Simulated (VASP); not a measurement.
Ru:

```
Ru
1.0
     2.70595    0.00000    0.00000
    -1.35297    2.34342    0.00000
     0.00000    0.00000    4.25791
Ru
2
Direct
  0.33333 0.66667 0.25000
  0.66667 0.33333 0.75000
```

Base run:

| Quantity | Value |
| --- | --- |
| Program | VASP 6.6.1 |
| Functional | r2SCAN |
| Potentials or basis | VASP PAW PBE potentials, release 64 (Ru_pv) |
| Cutoff | 520 eV |
| k mesh | 13 × 13 × 8 |
| Occupations | gaussian, width 0.01 eV |
| Spin | no spin polarisation |

Its results: band gap on the k mesh zero (bands 14 and 15 overlap by 3.25 eV); pressure 1.3 GPa.

Q: The run is repeated on the same cell with these changes: occupations from gaussian, width 0.01 eV to gaussian, width 0.6 eV. What comes out?

A: Band gap on the k mesh zero (bands 14 and 15 overlap by 3.26 eV); pressure 2.7 GPa.

Caveats: the PAW data sets were made with another functional, which shifts forces and pressure a little; so wide a smearing shifts energies and pressures (at least some runs).
